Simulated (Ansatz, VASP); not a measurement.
## One calculation of PbO2, two programs

File INCAR:

```
SYSTEM = PbO2
  PREC = Accurate
  ENCUT = 520
  EDIFF = 1E-6
  ISMEAR = 0
  SIGMA = 0.1
  LREAL = .False.
  LASPH = .True.
  NELM = 100
  ALGO = Normal
  ISIF = 2
  LWAVE = .False.
  LCHARG = .False.
  LDIPOL = .True.
  IDIPOL = 3
  DIPOL = 0.5 0.5 0.500
  GGA = PE
  NBANDS = 64
```

The input KPOINTS:

```
regular mesh
0
Gamma
  10 7 1
  0 0 0
```

Contents of POSCAR:

```
PbO2
1.0
    3.4422955280      0.0000000000      0.0000000000
    0.0000000000      5.0826195414      0.0000000000
    0.0000000000      0.0000000000     24.5756215517
O Pb
8 4
Direct
    0.5000000000      0.1528527263      0.3002256866
    0.5000000000      0.7842479579      0.3791895732
    0.0000000000      0.3055205235      0.4115608556
    0.0000000000      0.7193891086      0.4856042821
    0.5000000000      0.2193826087      0.5143938199
    0.5000000000      0.8055231149      0.5884393375
    0.0000000000      0.2842342305      0.6208129001
    0.0000000000      0.6528503214      0.6997734883
    0.0000000000      0.0231575618      0.3452784175
    0.5000000000      0.5148440558      0.4486336845
    0.0000000000      0.0148442277      0.5513669341
    0.5000000000      0.5231535628      0.6547210205
```

Input for Ansatz:

```yaml
crystal:
  lattice:
    - [3.442295528, 0.0, 0.0]
    - [0.0, 5.0826195414, 0.0]
    - [0.0, 0.0, 24.5756215517]
  atoms:
    - { symbol: O, position: [0.5, 0.1528527263, 0.3002256866] }
    - { symbol: Pb, position: [0.0, 0.0231575618, 0.3452784175] }
    - { symbol: O, position: [0.5, 0.7842479579, 0.3791895732] }
    - { symbol: O, position: [0.0, 0.3055205235, 0.4115608556] }
    - { symbol: Pb, position: [0.5, 0.5148440558, 0.4486336845] }
    - { symbol: O, position: [0.0, 0.7193891086, 0.4856042821] }
    - { symbol: O, position: [0.5, 0.2193826087, 0.5143938199] }
    - { symbol: Pb, position: [0.0, 0.0148442277, 0.5513669341] }
    - { symbol: O, position: [0.5, 0.8055231149, 0.5884393375] }
    - { symbol: O, position: [0.0, 0.2842342305, 0.6208129001] }
    - { symbol: Pb, position: [0.5, 0.5231535628, 0.6547210205] }
    - { symbol: O, position: [0.0, 0.6528503214, 0.6997734883] }
basis:
  ecutwfc: 420
kpoints:
  mp_grid: { grid: [10, 7, 1] }
  band_path:
    path: [[0.5, 0, 0], [0, 0, 0], [0, 0.5, 0], [0.5, 0.5, 0], [0, 0, 0]]
    npoints: 12
hamiltonian:
  xc: pbe
scf:
  occupations: { method: gaussian, width: 0.1 }
  n_extra_bands: 30
output:
  forces: true
  eigenvalues: true
  populations: true
  fatbands: true
  write_density: true
  write_potential: true
  elf: true
  volumetric_format: npy
efield:
  axis: 3
  dipole_correction: true
  ramp_width: 0.04
```

Alike in both runs: task single point; functional PBE; k mesh 10 × 7 × 1; occupations gaussian, width 0.1 eV; no spin polarisation.

```csv
,VASP,Ansatz
version,VASP 6.6.1,Ansatz 0.2.0
potentials or method,"VASP PAW PBE potentials, release 64 (O, Pb_d), cutoff 520 eV","scalar-relativistic, plane waves, PAW"
valence electrons in the cell,104,104
```

Ansatz gave:

| Property | Result |
| --- | --- |
| gap on the k mesh at the Fermi level (eV) | 0.33 |
| least direct gap on the mesh (eV) | 0.33 |
| rms of the force components (eV/Å) | 0.003 |

Question: What did VASP give for the same quantities?

Answer: gap on the k mesh at the Fermi level (eV): 0.32; least direct gap on the mesh (eV): 0.32; rms of the force components (eV/Å): 0.014.

Ansatz's warnings: xc potential rough in thin density.

Spin-orbit coupling is off throughout.
